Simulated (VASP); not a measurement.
# V (P6/mmm) in VASP: relaxation of cell and atoms with LDA

Aim: the relaxation of cell and atoms of V with LDA.

All numbers are computed with VASP 6.6.1; they aren't measurements. Logs are shortened: lines on timing, memory, paths and dates and some standing lists are left out, and cuts for length are marked.

### 1 The cell of the first run

It takes space group P6/mmm (No. 191, hexagonal). The conventional cell has a = 3.636 Å, b = 3.636 Å, c = 2.255 Å, α = 90.00°, β = 90.00°, γ = 120.00°. V (site symmetry 6/mmm) has 14 V at 2.25 to 2.38 Å within 3.0 Å. V (site symmetry -6m2) has 11 V at 2.10 to 2.38 Å within 2.8 Å.

This isn't the form of V at room conditions, which is bcc.

### 2 Relaxation of cell and atoms, LDA, target pressure 150 GPa, at which the enthalpy is minimised

INCAR reads:

```
SYSTEM = V
ALGO = Normal
EDIFF = 1E-6
EDIFFG = -0.005
ENCUT = 600
GGA = CA
IBRION = 2
ISIF = 3
ISMEAR = -1
LASPH = .TRUE.
LCHARG = .FALSE.
LREAL = .FALSE.
LWAVE = .FALSE.
NELM = 60
NSW = 60
PREC = Accurate
PSTRESS = 1500.0
SIGMA = 0.1
```

KPOINTS reads:

```
k-points
0
G
  10 10 14
  0 0 0
```

POSCAR reads:

```
V
1.0
    3.6364275111      0.0000000000      0.0000000000
   -1.8182137556      3.1492386037      0.0000000000
    0.0000000000      0.0000000000      2.2545850569
V
3
Direct
    0.0000000000      0.0000000000      0.0000000000
    0.3333333333      0.6666666667      0.5000000000
    0.6666666667      0.3333333333      0.5000000000
```

Potentials or basis: VASP PAW LDA potentials, release 64 (V_sv).

Command:

```console
$ cat potpaw_LDA.64/V_sv/POTCAR > POTCAR
$ mpirun -np 1 vasp_std > vasp.out
```

OUTCAR:

```text
SYSTEM = V
   EDIFF = 1E-6
   EDIFFG = -0.005
   ENCUT = 600
   GGA = CA
   IBRION = 2
   ISIF = 3
   ISMEAR = -1
   LASPH = .TRUE.
   LREAL = .FALSE.
   NELM = 60
   NSW = 60
   PREC = Accurate
   PSTRESS = 1500.0

 ion  position               nearest neighbor table
   1  0.000  0.000  0.000-   2 2.38   3 2.38   2 2.38   3 2.38   3 2.38   3 2.38   2 2.38   2 2.38
                             3 2.38   3 2.38   2 2.38   2 2.38
   2  0.333  0.667  0.500-   3 2.10   3 2.10   3 2.10   1 2.38   1 2.38   1 2.38   1 2.38   1 2.38
                             1 2.38
   3  0.667  0.333  0.500-   2 2.10   2 2.10   2 2.10   1 2.38   1 2.38   1 2.38   1 2.38   1 2.38
                             1 2.38

  LATTYP: Found a hexagonal cell.
 ALAT       =     3.6364275111
 C/A-ratio  =     0.6200000000

  Lattice vectors:

 A1 = (   3.6364275111,   0.0000000000,   0.0000000000)
 A2 = (  -1.8182137556,   3.1492386037,   0.0000000000)
 A3 = (   0.0000000000,   0.0000000000,   2.2545850569)

Analysis of symmetry for initial positions (statically):
=====================================================================
 Subroutine PRICEL returns:
 Original cell was already a primitive cell.

 Routine SETGRP: Setting up the symmetry group for a
 hexagonal supercell.

 Subroutine GETGRP returns: Found 24 space group operations
 (whereof 24 operations were pure point group operations)
 out of a pool of 24 trial point group operations.

The static configuration has the point symmetry D_6h.

Analysis of symmetry for dynamics (positions and initial velocities):
=====================================================================
 Subroutine PRICEL returns:
 Original cell was already a primitive cell.

 Routine SETGRP: Setting up the symmetry group for a
 hexagonal supercell.

 Subroutine GETGRP returns: Found 24 space group operations
 (whereof 24 operations were pure point group operations)
 out of a pool of 24 trial point group operations.

The dynamic configuration has the point symmetry D_6h.

 Subroutine INISYM returns: Found 24 space group operations
 (whereof 24 operations are pure point group operations),
 and found     1 'primitive' translations

----------------------------------------------------------------------------------------

                                     Primitive cell

  volume of cell :      25.8195

[... 106 lines left out ...]
   EFERMI_NEDOS =   21; number of points for ismear=-14 and -15
   IALGO  =     38    algorithm
   IMIX   =      4    mixing-type and parameters
     AMIX     =   0.40;   BMIX     =  1.00
     AMIX_MAG =   1.60;   BMIX_MAG =  1.00
  volume/ion in A,a.u.               =       8.61        58.08
  Fermi-wavevector in a.u.,A,eV,Ry     =   1.878368  3.549601 48.004973  3.528266
  Thomas-Fermi vector in A             =   2.922431
   LORBIT       =      0    0 simple, 1 ext, 2 COOP (PROOUT), +10 PAW based schemes
   GGA     = CA    functional components
   LHFCALC =     F    Hartree Fock is set to
   AEXX    =    0.0000 exact exchange contribution
   IVDW    =     0    specifies the selected vdW correction
   LEPSILON=     F    determine dielectric tensor
   LRPA    =     F    only Hartree local field effects (RPA)
 conjugate gradient relaxation of ions
 non-spin polarized calculation
  energy-cutoff  :      600.00
  volume of cell :       25.82
 maximum number of plane-waves:       909
 NGX is ok and might be reduce to    30
   NGX = 15   NGY = 15   NGZ =  9

--------------------------------------- Ionic step        1  -------------------------------------------

 number of electron      38.9999983 magnetization

 Free energy of the ion-electron system (eV)
  ---------------------------------------------------
  ext. energy  EPLUGINS =         0.00000000
  ---------------------------------------------------
  free energy    TOTEN  =       -24.16744606 eV

  energy without entropy =      -24.07471865  energy(sigma->0) =      -24.12108236

------------------------ aborting loop because EDIFF is reached ----------------------------------------

  FORCE on cell =-STRESS in cart. coord.  units (eV):
  Direction    XX          YY          ZZ          XY          YZ          ZX
  --------------------------------------------------------------------------------------
  -------------------------------------------------------------------------------------
  Total       30.0470744     30.0470744     21.1022833     -0.0000000      0.0000000      0.0000000
  in kB     1864.5140009   1864.5140010   1309.4620168     -0.0000000      0.0000000      0.0000000
  external PRESSURE =     179.4966729 kB  Pullay stress =    1500.0000000 kB
[... 100 lines left out ...]
  energy  without entropy=      -26.1896877503  energy(sigma->0) =      -26.22746622

  enthalpy is  TOTEN    =        -0.3398781334 eV   P V=       25.9253665602

[... ionic steps 4 to 9 ...]

--------------------------------------- Ionic step       10  -------------------------------------------

 number of electron      39.0000001 magnetization

------------------------ aborting loop because EDIFF is reached ----------------------------------------
[... 73 lines left out ...]
--------------------------------------- Ionic step       12  -------------------------------------------

 number of electron      39.0000002 magnetization

 Free energy of the ion-electron system (eV)
  ---------------------------------------------------
  ext. energy  EPLUGINS =         0.00000000
  ---------------------------------------------------
  free energy    TOTEN  =       -25.36674430 eV

  energy without entropy =      -25.29665746  energy(sigma->0) =      -25.33170088

 E-fermi :  16.1401     XC(G=0): -15.7130

 val. band max:       16.1235570453   @ k =   0.4000  -0.0000   0.1429
 cond. band min:      16.1606798168   @ k =   0.4000  -0.0000   0.2143
 fundamental gap:      0.0371227716
 Fermi energy:        16.1400758756

 k-point     1 :       0.0000    0.0000    0.0000
  band No.  band energies     occupation
      1     -47.3335      2.00000
      2     -46.4674      2.00000
      3     -46.3603      2.00000
      4     -21.9157      2.00000
      5     -21.9157      2.00000
      6     -21.5305      2.00000
[... 613 lines left out ...]
     22      18.6071      0.00000
     23      19.0922      0.00000

 [... further k-points ...]

------------------------ aborting loop because EDIFF is reached ----------------------------------------

  FORCE on cell =-STRESS in cart. coord.  units (eV):
  Direction    XX          YY          ZZ          XY          YZ          ZX
  --------------------------------------------------------------------------------------
  -------------------------------------------------------------------------------------
  Total       24.7901722     24.7901722     24.7877755     -0.0000000     -0.0000000     -0.0000000
  in kB     1500.8215944   1500.8215946   1500.6765002     -0.0000001     -0.0000000     -0.0000000
  external PRESSURE =       0.7732297 kB  Pullay stress =    1500.0000000 kB
[... 22 lines left out ...]
  energy  without entropy=      -25.2966574553  energy(sigma->0) =      -25.33170088

  enthalpy is  TOTEN    =        -0.5901430065 eV   P V=       24.7766012950

 reached required accuracy - stopping structural energy minimisation
```

Run time: 4 min. Hardware: 1 thread of Intel Xeon 6975P-C (Granite Rapids), shared host; peak memory 0.18 GiB.

What came out:

```yaml
Free_energy: -25.3667 eV
Relaxed_volume: 8.82 Å³/atom
Relaxed_cell: a = 3.838 Å, b = 3.838 Å, c = 2.075 Å, α = 90.00°, β = 90.00°, γ = 120.00°
Space_group_after_relaxing_to_0.1_Å: P6/mmm (No. 191)
Energy_change_on_relaxing_the_run_minimises_the_enthalpy: -399.8 meV/atom
Ionic_steps: 12
Pressure_after_relaxing: 150.1 GPa
Band_gap_on_the_k_mesh: zero (an odd number of electrons rules out a gap without spin polarisation)
```

The path:
```csv
step,energy change (eV),largest force (eV/Å),pressure (GPa),volume (Å³)
1,0.0000,0.0000,167.95,25.82
2,-3.3439,0.0000,88.34,29.40
3,-2.0978,0.0000,120.88,27.69
4,-1.8028,0.0000,133.85,27.18
5,-1.9144,0.0000,130.39,27.29
6,-0.7900,0.0000,161.10,26.04
7,-1.1891,0.0000,150.45,26.45
8,-1.2046,0.0000,149.93,26.47
9,-1.2090,0.0000,149.79,26.47
10,-1.2141,0.0000,149.60,26.48
11,-1.1878,0.0000,150.30,26.45
12,-1.1993,0.0000,150.08,26.46
```

Final structure:
```
V
1.0
     3.83769    0.00000    0.00000
    -1.91885    3.32354    0.00000
     0.00000    0.00000    2.07486
V
3
Cartesian
  0.0000 0.0000 0.0000
  0.0000 2.2157 1.0374
  1.9188 1.1078 1.0374
```

Caveat: the cell is relaxed towards a set pressure, so the run minimises the enthalpy, not the energy; atoms lie so close that the PAW spheres overlap strongly, which falsifies energies and pressures.

The gap in the log of VASP goes by the Fermi energy; the results here count the filled bands.